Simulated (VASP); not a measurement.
# Hf (Im-3m) in VASP: settings compared, part 2 of 2

VASP 6.6.1. The steps go on from the part before.

## 4. Single point, HSE06

This run uses another cell than the first one, of 24.46 Å³/atom.

Input file POSCAR:

```
Hf
1.0
   -1.8287527239      1.8287527239      1.8287527239
    1.8287527239     -1.8287527239      1.8287527239
    1.8287527239      1.8287527239     -1.8287527239
Hf
1
Direct
    0.0000000000      0.0000000000      0.0000000000
```

Input file INCAR.step1:

```
SYSTEM = Hf
  ALGO = Normal
  EDIFF = 1E-5
  ENCUT = 520
  GGA = PE
  ISIF = 2
  ISMEAR = -1
  LASPH = .True.
  LCHARG = .False.
  LREAL = .False.
  LWAVE = .True.
  NBANDS = 11
  NELM = 80
  PREC = Accurate
  SIGMA = 0.05
```

Input file INCAR.step2:

```
SYSTEM = Hf
  ALGO = Normal
  EDIFF = 1E-6
  ENCUT = 520
  GGA = PE
  HFSCREEN = 0.2079
  ISIF = 2
  ISMEAR = -1
  ISTART = 1
  LASPH = .True.
  LCHARG = .False.
  LHFCALC = .True.
  LREAL = .False.
  LWAVE = .False.
  NBANDS = 11
  NELM = 80
  PREC = Accurate
  PRECFOCK = Normal
  SIGMA = 0.05
```

Input file KPOINTS:

```
k-points
0
Gamma
  6 6 6
  0 0 0
```

Potentials or basis: VASP PAW PBE potentials, release 64 (Hf_pv).

Started as:

```sh
$ cat potpaw_PBE.64/Hf_pv/POTCAR > POTCAR
$ cp INCAR.step1 INCAR
$ mpirun -np 1 vasp_std > vasp.out
$ cp INCAR.step2 INCAR
$ mpirun -np 1 vasp_std > vasp.out
```

OUTCAR:

```text
SYSTEM = Hf
   EDIFF = 1E-6
   ENCUT = 520
   GGA = PE
   HFSCREEN = 0.2079
   ISIF = 2
   ISMEAR = -1
   ISTART = 1
   LASPH = .True.
   LHFCALC = .True.
   LREAL = .False.
   NELM = 80
   PREC = Accurate
   PRECFOCK = Normal

 ion  position               nearest neighbor table
   1  0.000  0.000  0.000-

  LATTYP: Found a body centered cubic cell.
 ALAT       =     3.6575054478

  Lattice vectors:

 A1 = (  -1.8287527239,   1.8287527239,   1.8287527239)
 A2 = (   1.8287527239,  -1.8287527239,   1.8287527239)
 A3 = (   1.8287527239,   1.8287527239,  -1.8287527239)

Analysis of symmetry for initial positions (statically):
=====================================================================
 Subroutine PRICEL returns:
 Original cell was already a primitive cell.

 Routine SETGRP: Setting up the symmetry group for a
 body centered cubic supercell.

 Subroutine GETGRP returns: Found 48 space group operations
 (whereof 48 operations were pure point group operations)
 out of a pool of 48 trial point group operations.

[... 162 lines left out ...]
 fundamental gap:      0.2367029694
 Fermi energy:         3.9344188144

 k-point     1 :       0.0000    0.0000    0.0000
  band No.  band energies     occupation
      1     -28.6827      2.00000
      2     -28.6827      2.00000
      3     -28.6827      2.00000
      4      -3.8910      2.00000
      5       5.9524      0.00000
      6       5.9524      0.00000
      7       5.9524      0.00000
      8       8.5532      0.00000
      9       8.5532      0.00000
     10      17.6221      0.00000
     11      17.6221      0.00000
[... 197 lines left out ...]
 k-point    16 :       0.5000    0.5000    0.5000
  band No.  band energies     occupation
      1     -29.1361      2.00000
      2     -29.1361      2.00000
      3     -29.1361      2.00000
      4       1.2385      2.00000
      5       1.2385      2.00000
      6      10.8311      0.00000
      7      10.8311      0.00000
      8      10.8311      0.00000
      9      11.0021      0.00000
     10      11.0021      0.00000
     11      11.0021      0.00000

------------------------ aborting loop because EDIFF is reached ----------------------------------------

  FORCE on cell =-STRESS in cart. coord.  units (eV):
  Direction    XX          YY          ZZ          XY          YZ          ZX
  --------------------------------------------------------------------------------------
  -------------------------------------------------------------------------------------
  Total       -1.1714474     -1.1714474     -1.1714474     -0.0000000     -0.0000000      0.0000000
  in kB      -76.7199671    -76.7199671    -76.7199671     -0.0000000     -0.0000000      0.0000000
  external PRESSURE =     -76.7199671 kB  Pullay stress =       0.0000000 kB

 VOLUME and BASIS-vectors are now :
 -----------------------------------------------------------------------------
  energy-cutoff  :      520.00
  volume of cell :       24.46
      direct lattice vectors                 reciprocal lattice vectors
    -1.828752724  1.828752724  1.828752724     0.000000000  0.273410392  0.273410392
     1.828752724 -1.828752724  1.828752724     0.273410392  0.000000000  0.273410392
     1.828752724  1.828752724 -1.828752724     0.273410392  0.273410392  0.000000000

 POSITION                                       TOTAL-FORCE (eV/Angst)
 -----------------------------------------------------------------------------------
      0.00000      0.00000      0.00000        -0.000000      0.000000     -0.000000
 -----------------------------------------------------------------------------------
    total drift:                               -0.000000     -0.000000     -0.000000

  FREE ENERGIE OF THE ION-ELECTRON SYSTEM (eV)
  ---------------------------------------------------
  free  energy   TOTEN  =       -10.9383378953 eV

  energy  without entropy=      -10.9215212733  energy(sigma->0) =      -10.92992958
```

OUTCAR.step1:

```text
SYSTEM = Hf
   EDIFF = 1E-5
   ENCUT = 520
   GGA = PE
   ISIF = 2
   ISMEAR = -1
   LASPH = .True.
[... 431 lines left out ...]
 -----------------------------------------------------------------------------------
      0.00000      0.00000      0.00000         0.000000     -0.000000      0.000000
 -----------------------------------------------------------------------------------
    total drift:                                0.000000      0.000000      0.000000

  FREE ENERGIE OF THE ION-ELECTRON SYSTEM (eV)
  ---------------------------------------------------
  free  energy   TOTEN  =        -9.6702216298 eV

  energy  without entropy=       -9.6460082334  energy(sigma->0) =       -9.65811493
```

It took 18 min on 1 thread of Intel Xeon 8259CL, shared host; peak memory 0.25 GiB.

Results:

| Item | Value |
| --- | --- |
| Free energy | -10.9383 eV |
| Pressure | -7.7 GPa |
| Band gap on the k mesh | zero (bands 5 and 6 overlap by 2.87 eV) |

Caveat: the k points lie up to 0.40 Å⁻¹ apart, too coarse for converged energies and pressures of a metal; the PAW data sets were made with another functional, which shifts forces and pressure a little; spin-orbit coupling is left out, which moves the levels of the heavy elements.

## 5. Summary

| level | cell | k mesh | cutoff (eV) | smearing | grid for exact exchange (PRECFOCK) | share of exact exchange | screening parameter | gap on the mesh (eV) | pressure (GPa) |
| --- | --- | --- | --- | --- | --- | --- | --- | --- | --- |
| r2SCAN+D4 | a = 2.996 Å, angles 109.5°, 1 atom | 10 × 10 × 10 | 550 | methfessel-paxton 0.05 eV | - | - | - | none | 7.4 |
| HSE06 | a = 3.147 Å, angles 109.5°, 1 atom | 6 × 6 × 6 | 520 | fermi-dirac 0.05 eV | Normal | 0.25 | 0.2079 1/Å | none | -5.9 |
| HSE06 | a = 3.167 Å, angles 109.5°, 1 atom | 6 × 6 × 6 | 520 | fermi-dirac 0.05 eV | Normal | 0.25 | 0.2079 1/Å | none | -7.7 |

Alike in all rows: task single point; potentials or basis VASP PAW PBE potentials, release 64 (Hf_pv); no spin polarisation.

Caveats: some runs use coarse meshes; the PAW data sets were made with another functional, which shifts forces and pressure a little; spin-orbit coupling is left out, which moves the levels of the heavy elements; the cell stands under pressure (at least some runs).

Total energies depend on the potentials used, so only differences within one code and one set of settings carry meaning.
